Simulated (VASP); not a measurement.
# PbS (Fm-3m) in VASP: single point with HSE06

Aim: the single point of PbS with HSE06.

Everything below comes from runs of VASP 6.6.1. Logs are shortened: lines on timing, memory, paths and dates and some standing lists are left out, and cuts for length are marked.

## Step 1: The cell of the first run

The structure is cubic, space group Fm-3m (No. 225). Conventional cell: a = 5.974 Å, b = 5.974 Å, c = 5.974 Å, α = 90.00°, β = 90.00°, γ = 90.00°. Within 3.9 Å of Pb (site symmetry m-3m) lie 6 S at 2.99 Å. Within 3.9 Å of S (site symmetry m-3m) lie 6 Pb at 2.99 Å.

## Step 2: Single point, HSE06

Input file POSCAR:

```
PbS
1.0
    0.0000000000      2.9872326701      2.9872326701
    2.9872326701      0.0000000000      2.9872326701
    2.9872326701      2.9872326701      0.0000000000
Pb S
1 1
Direct
    0.0000000000      0.0000000000      0.0000000000
    0.5000000000      0.5000000000      0.5000000000
```

Input file INCAR.step1:

```
PREC     = Accurate       # precision mode
ENCUT    = 520            # plane-wave cutoff, eV
EDIFF    = 1E-5           # SCF threshold, eV
ISMEAR   = 0              # smearing method
SIGMA    = 0.01           # smearing width, eV
LREAL    = F              # projectors in reciprocal space
LASPH    = T              # aspherical terms in the spheres
NELM     = 100            # most SCF steps
ALGO     = Normal         # electronic algorithm
ISIF     = 2              # what is computed and relaxed
LWAVE    = T              # write WAVECAR
LCHARG   = F              # write CHGCAR
NBANDS   = 17             # bands
GGA      = PE             # functional
```

Input file INCAR.step2:

```
PREC     = Accurate       # precision mode
ENCUT    = 520            # plane-wave cutoff, eV
EDIFF    = 1E-6           # SCF threshold, eV
ISMEAR   = 0              # smearing method
SIGMA    = 0.01           # smearing width, eV
LREAL    = F              # projectors in reciprocal space
LASPH    = T              # aspherical terms in the spheres
NELM     = 100            # most SCF steps
ALGO     = Normal         # electronic algorithm
ISIF     = 2              # what is computed and relaxed
LWAVE    = F              # write WAVECAR
LCHARG   = F              # write CHGCAR
GGA      = PE             # functional
LHFCALC  = T              # exact exchange
HFSCREEN = 0.2079         # screening, 1/A
PRECFOCK = Normal       
NBANDS   = 17             # bands
ISTART   = 1
```

Input file KPOINTS:

```
regular mesh
0
Gamma
  6 6 6
```

Potentials or basis: VASP PAW PBE potentials, release 64 (Pb_d, S).

On the command line:

```console
cat potpaw_PBE.64/Pb_d/POTCAR potpaw_PBE.64/S/POTCAR > POTCAR
cp INCAR.step1 INCAR
mpirun -np 1 vasp_std > vasp.out
cp INCAR.step2 INCAR
mpirun -np 1 vasp_std > vasp.out
```

OUTCAR:

```text
PREC = Accurate
   ENCUT = 520
   EDIFF = 1E-6
   ISMEAR = 0
   LREAL = F
   LASPH = T
   NELM = 100
   ISIF = 2
   GGA = PE
   LHFCALC = T
   HFSCREEN = 0.2079
   PRECFOCK = Normal
   ISTART = 1

 ion  position               nearest neighbor table
   1  0.000  0.000  0.000-   2 2.99   2 2.99   2 2.99   2 2.99   2 2.99   2 2.99
   2  0.500  0.500  0.500-   1 2.99   1 2.99   1 2.99   1 2.99   1 2.99   1 2.99

  LATTYP: Found a face centered cubic cell.
 ALAT       =     5.9744653402

  Lattice vectors:

 A1 = (   0.0000000000,   2.9872326701,   2.9872326701)
 A2 = (   2.9872326701,   0.0000000000,   2.9872326701)
 A3 = (   2.9872326701,   2.9872326701,   0.0000000000)

Analysis of symmetry for initial positions (statically):
=====================================================================
 Subroutine PRICEL returns:
 Original cell was already a primitive cell.

 Routine SETGRP: Setting up the symmetry group for a
 face centered cubic supercell.

 Subroutine GETGRP returns: Found 48 space group operations
 (whereof 48 operations were pure point group operations)
 out of a pool of 48 trial point group operations.

The static configuration has the point symmetry O_h .

Analysis of symmetry for dynamics (positions and initial velocities):
=====================================================================
 Subroutine PRICEL returns:
 Original cell was already a primitive cell.

 Routine SETGRP: Setting up the symmetry group for a
 face centered cubic supercell.

 Subroutine GETGRP returns: Found 48 space group operations
 (whereof 48 operations were pure point group operations)
 out of a pool of 48 trial point group operations.

The dynamic configuration has the point symmetry O_h .

 Subroutine INISYM returns: Found 48 space group operations
 (whereof 48 operations are pure point group operations),
 and found     1 'primitive' translations

----------------------------------------------------------------------------------------

                                     Primitive cell

  volume of cell :      53.3135

  direct lattice vectors                    reciprocal lattice vectors
     0.000000000  2.987232670  2.987232670    -0.167378994  0.167378994  0.167378994
     2.987232670  0.000000000  2.987232670     0.167378994 -0.167378994  0.167378994
     2.987232670  2.987232670  0.000000000     0.167378994  0.167378994 -0.167378994

  length of vectors
     4.224584956  4.224584956  4.224584956     0.289908922  0.289908922  0.289908922

  position of ions in fractional coordinates (direct lattice)
     0.000000000  0.000000000  0.000000000
     0.500000000  0.500000000  0.500000000

  ion indices of the primitive-cell ions
   primitive index   ion index
                 1           1
                 2           2

----------------------------------------------------------------------------------------

 KPOINTS: regular mesh

Automatic generation of k-mesh.
 Grid dimensions read from file:
 generate k-points for:    6    6    6

 Generating k-lattice:

  Cartesian coordinates                     Fractional coordinates (reciprocal lattice)
    -0.027896499  0.027896499  0.027896499     0.166666667  0.000000000  0.000000000
     0.027896499 -0.027896499  0.027896499     0.000000000  0.166666667  0.000000000
     0.027896499  0.027896499 -0.027896499     0.000000000  0.000000000  0.166666667

  Length of vectors
     0.048318154  0.048318154  0.048318154

  Shift w.r.t. Gamma in fractional coordinates (k-lattice)
     0.000000000  0.000000000  0.000000000

 Subroutine IBZKPT returns following result:
 ===========================================

 Found     16 irreducible k-points:

 Following reciprocal coordinates:
            Coordinates               Weight
  0.000000  0.000000  0.000000      1.000000
  0.166667  0.000000  0.000000      8.000000
  0.333333  0.000000  0.000000      8.000000
  0.500000  0.000000  0.000000      4.000000
  0.166667  0.166667  0.000000      6.000000
  0.333333  0.166667  0.000000     24.000000
[... 8 lines left out ...]
 -0.333333  0.333333  0.166667     24.000000
 -0.333333  0.500000  0.166667     12.000000
   k-points           NKPTS =     16   k-points in BZ     NKDIM =    216   number of bands    NBANDS=     17
   number of dos      NEDOS =    301   number of ions     NIONS =      2
   total plane-waves  NPLWV =  32768
   dimension x,y,z NGX =    32 NGY =   32 NGZ =   32
   dimension x,y,z NGXF=    64 NGYF=   64 NGZF=   64
   ions per type =               1   1
   NGX,Y,Z   is equivalent  to a cutoff of  12.59, 12.59, 12.59 a.u.
   NGXF,Y,Z  is equivalent  to a cutoff of  25.19, 25.19, 25.19 a.u.
 SYSTEM =  unknown system
   PREC   = accura    normal or accurate (medium, high low for compatibility)
   ISTART =      1    job   : 0-new  1-cont  2-samecut
   ICHARG =      0    charge: 1-file 2-atom 10-const
   ISPIN  =      1    spin polarized calculation?
   LNONCOLLINEAR =      F non collinear calculations
   LSORBIT =      F    spin-orbit coupling
   LASPH  =      T    aspherical Exc in radial PAW
   ENCUT  =  520.0 eV  38.22 Ry    6.18 a.u.   7.85  7.85  7.85*2*pi/ulx,y,z
   NELM   =    100;   NELMIN=  2; NELMDL=  0     # of ELM steps
   EDIFF  = 0.1E-05   stopping-criterion for ELM
   LREAL  =      F    real-space projection
   EDIFFG = 0.1E-04   stopping-criterion for IOM
   NSW    =      0    number of steps for IOM
   IBRION =     -1    ionic relax: 0-MD 1-quasi-New 2-CG
   NFREE  =      0    steps in history (QN), initial steepest desc. (CG)
   ISIF   =      2    stress and relaxation
   ISYM   =      3    0-nonsym 1-usesym 2-fastsym
   POTIM  = 0.5000    time-step for ionic-motion
   TEBEG  =    0.0;   TEEND  =   0.0 temperature during run
   PSTRESS=    0.0 pullay stress
   NELECT =      20.0000    total number of electrons
   NUPDOWN=      -1.0000    fix difference up-down
   EMIN   =  10.00;   EMAX   =-10.00  energy-range for DOS
   EFERMI =   0.00;   METHOD = LEGACY
   ISMEAR =     0;   SIGMA  =   0.01  broadening in eV -4-tet -1-fermi 0-gaus
   EFERMI_NEDOS =   21; number of points for ismear=-14 and -15
   IALGO  =     38    algorithm
   IMIX   =      1    mixing-type and parameters
     AMIX     =   0.40;   BMIX     =  1.00
     AMIX_MAG =   1.60;   BMIX_MAG =  1.00
  volume/ion in A,a.u.               =      26.66       179.89
  Fermi-wavevector in a.u.,A,eV,Ry     =   1.180699  2.231197 18.967196  1.394050
  Thomas-Fermi vector in A             =   2.316986
   LORBIT       =      0    0 simple, 1 ext, 2 COOP (PROOUT), +10 PAW based schemes
   GGA     = PE    functional components
   LHFCALC =     T    Hartree Fock is set to
   PRECFOCK=normal    Normal, Fast or Accurate (Low or Medium for compatibility)
   ENCUT4O =  -1.0   cutoff for four orbital integrals eV
   NKREDX  =     1    reduce k-point grid by
   NKREDY  =     1    reduce k-point grid by
   NKREDZ  =     1    reduce k-point grid by
   AEXX    =    0.2500 exact exchange contribution
   HFSCREEN=    0.2079 screening length (either q_TF or 0.3 A-1)
   HFSCREENC=   0.2079 screening length for correlation (either q_TF or 0.3 A-1)
   ENCUTFOCK=  -1.0 apply spherical cutoff to Coloumb kernel
   IVDW    =     0    specifies the selected vdW correction
   LEPSILON=     F    determine dielectric tensor
   LRPA    =     F    only Hartree local field effects (RPA)
 non-spin polarized calculation
 Gauss-broadening in eV      SIGMA  =   0.01
  energy-cutoff  :      520.00
  volume of cell :       53.31
 maximum number of plane-waves:      1459
  NGX = 24; NGY = 24; NGZ = 24

 number of electron      20.0000001 magnetization

 Free energy of the ion-electron system (eV)
  ---------------------------------------------------
  ext. energy  EPLUGINS =         0.00000000
  ---------------------------------------------------
  free energy    TOTEN  =       -10.40767310 eV

  energy without entropy =      -10.40767310  energy(sigma->0) =      -10.40767310

 E-fermi :   5.3213     XC(G=0):  -7.9649

 val. band max:        5.2301558681   @ k =   0.5000   0.0000   0.0000
 cond. band min:       6.1127744023   @ k =   0.5000   0.0000   0.0000
 fundamental gap:      0.8826185343
 Fermi energy:         5.3213114061

 k-point     1 :       0.0000    0.0000    0.0000
  band No.  band energies     occupation
      1     -13.3026      2.00000
      2     -13.3026      2.00000
      3     -13.3026      2.00000
      4     -13.2974      2.00000
      5     -13.2974      2.00000
      6      -9.6865      2.00000
[... 9 lines left out ...]
     16      12.7316      0.00000
     17      14.6571      0.00000

 k-point     2 :       0.1667    0.0000    0.0000
  band No.  band energies     occupation
      1     -13.3067      2.00000
      2     -13.3067      2.00000
      3     -13.3017      2.00000
      4     -13.2911      2.00000
      5     -13.2911      2.00000
      6      -9.4444      2.00000
[... 9 lines left out ...]
     16      13.3718      0.00000
     17      16.5477      0.00000

 k-point     3 :       0.3333    0.0000    0.0000
  band No.  band energies     occupation
      1     -13.3227      2.00000
      2     -13.3227      2.00000
      3     -13.3005      2.00000
      4     -13.2707      2.00000
      5     -13.2707      2.00000
      6      -8.8394      2.00000
[... 9 lines left out ...]
     16      14.8650      0.00000
     17      18.4033      0.00000

 k-point     4 :       0.5000    0.0000    0.0000
  band No.  band energies     occupation
      1     -13.3307      2.00000
      2     -13.3307      2.00000
      3     -13.3002      2.00000
      4     -13.2603      2.00000
      5     -13.2603      2.00000
      6      -8.4272      2.00000
[... 9 lines left out ...]
     16      16.3802      0.00000
     17      16.7078      0.00000

 k-point     5 :       0.1667    0.1667    0.0000
  band No.  band energies     occupation
      1     -13.3221      2.00000
      2     -13.3084      2.00000
      3     -13.2915      2.00000
      4     -13.2894      2.00000
      5     -13.2894      2.00000
      6      -9.3574      2.00000
[... 9 lines left out ...]
     16      14.6244      0.00000
     17      15.5910      0.00000

 k-point     6 :       0.3333    0.1667    0.0000
  band No.  band energies     occupation
      1     -13.3484      2.00000
      2     -13.3071      2.00000
      3     -13.3011      2.00000
      4     -13.2774      2.00000
      5     -13.2676      2.00000
      6      -8.8570      2.00000
[... 9 lines left out ...]
     16      15.8016      0.00000
     17      17.6281      0.00000
[... 121 lines left out ...]
 k-point    13 :       0.5000    0.5000    0.0000
  band No.  band energies     occupation
      1     -13.4516      2.00000
      2     -13.3257      2.00000
      3     -13.2739      2.00000
      4     -13.2471      2.00000
      5     -13.2471      2.00000
      6      -7.9776      2.00000
[... 9 lines left out ...]
     16      18.5455      0.00000
     17      18.6252      0.00000

 k-point    14 :       0.5000    0.3333    0.1667
  band No.  band energies     occupation
      1     -13.3773      2.00000
      2     -13.3035      2.00000
      3     -13.3027      2.00000
      4     -13.2675      2.00000
      5     -13.2622      2.00000
      6      -8.3666      2.00000
[... 9 lines left out ...]
     16      16.8156      0.00000
     17      17.1153      0.00000

 k-point    15 :      -0.3333    0.3333    0.1667
  band No.  band energies     occupation
      1     -13.3876      2.00000
      2     -13.3074      2.00000
      3     -13.2869      2.00000
      4     -13.2826      2.00000
      5     -13.2539      2.00000
      6      -8.0732      2.00000
[... 9 lines left out ...]
     16      17.6781      0.00000
     17      17.9703      0.00000

 k-point    16 :      -0.3333    0.5000    0.1667
  band No.  band energies     occupation
      1     -13.4206      2.00000
      2     -13.3070      2.00000
      3     -13.2913      2.00000
      4     -13.2677      2.00000
      5     -13.2471      2.00000
      6      -7.9538      2.00000
[... 9 lines left out ...]
     16      18.0634      0.00000
     17      18.6221      0.00000

------------------------ aborting loop because EDIFF is reached ----------------------------------------

  FORCE on cell =-STRESS in cart. coord.  units (eV):
  Direction    XX          YY          ZZ          XY          YZ          ZX
  --------------------------------------------------------------------------------------
  -------------------------------------------------------------------------------------
  Total       -0.0967089     -0.0967089     -0.0967089     -0.0000000      0.0000000     -0.0000000
  in kB       -2.9062948     -2.9062948     -2.9062948     -0.0000000      0.0000000     -0.0000000
  external PRESSURE =      -2.9062948 kB  Pullay stress =       0.0000000 kB

 VOLUME and BASIS-vectors are now :
 -----------------------------------------------------------------------------
  energy-cutoff  :      520.00
  volume of cell :       53.31
      direct lattice vectors                 reciprocal lattice vectors
     0.000000000  2.987232670  2.987232670    -0.167378994  0.167378994  0.167378994
     2.987232670  0.000000000  2.987232670     0.167378994 -0.167378994  0.167378994
     2.987232670  2.987232670  0.000000000     0.167378994  0.167378994 -0.167378994

 POSITION                                       TOTAL-FORCE (eV/Angst)
 -----------------------------------------------------------------------------------
      0.00000      0.00000      0.00000        -0.000000      0.000000     -0.000000
      2.98723      2.98723      2.98723         0.000000     -0.000000      0.000000
 -----------------------------------------------------------------------------------
    total drift:                                0.000000      0.000001      0.000001

  FREE ENERGIE OF THE ION-ELECTRON SYSTEM (eV)
  ---------------------------------------------------
  free  energy   TOTEN  =       -10.4076731047 eV

  energy  without entropy=      -10.4076731047  energy(sigma->0) =      -10.40767310
```

Run time: 48 min. Hardware: 1 thread of Intel Xeon Platinum 8375C at 2.90GHz (Ice Lake), shared host; peak memory 0.31 GiB.

What came out:

- Free energy: -10.4077 eV
- Pressure: -0.3 GPa
- Band gap on the k mesh: 0.88 eV

Levels at points of the mesh, in eV from the valence-band top:
```csv
k point,band 7,band 8,band 9,band 10,band 11,band 12,band 13,band 14
"(0.00, 0.00, 0.00)",-6.43,-2.41,-2.41,-2.41,6.00,6.00,6.00,7.50
"(0.50, 0.00, 0.00)",-9.51,-2.02,-2.02,0.00,0.88,2.55,2.55,9.46
"(0.50, 0.50, 0.00)",-7.65,-5.63,-3.76,-3.76,4.49,6.42,6.51,6.51
```

Caveat: the PAW data sets were made with another functional, which shifts forces and pressure a little; spin-orbit coupling is left out, which moves the levels of the heavy elements. A k mesh can miss the band edges.
